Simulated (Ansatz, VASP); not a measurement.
# One calculation of SiO2, two programs

```
Si O
1.0
    -1.74560    1.74560    4.21696
     1.74560   -1.74560    4.21696
     1.74560    1.74560   -4.21696
Si O
2 4
Direct
  0.75000 0.25000 0.50000
  0.00000 0.00000 0.00000
  0.54217 0.04217 0.50000
  0.79217 0.79217 0.00000
  0.20783 0.20783 0.00000
  0.95783 0.45783 0.50000
```

Alike in both runs: task single point; functional PBE; k mesh 8 × 8 × 8; no spin polarisation.

|  | VASP | Ansatz |
| --- | --- | --- |
| version | VASP 6.6.1 | Ansatz 0.2.0 |
| potentials or method | VASP PAW PBE potentials, release 64 (Si, O) | plane waves, PAW |
| plane-wave cutoff (eV) | 520 | 420 |
| occupations | gaussian, width 0.01 eV | fixed |
| valence electrons in the cell | 32 | 32 |

|  | VASP | Ansatz | Ansatz less VASP |
| --- | --- | --- | --- |
| gap on the k mesh at the Fermi level (eV) | 6.33 | 6.34 | +0.011 |
| pressure (GPa) | 8.9 | 8.7 | -0.14 |
| traceless stress, the component that is largest in VASP (GPa) | 1.64 | 1.20 | -0.442 |
| rms of the force components (eV/Å) | 0.143 | 0.140 | -0.0029 |

Atom by atom the forces differ by 0.003 eV/Å (rms over components).
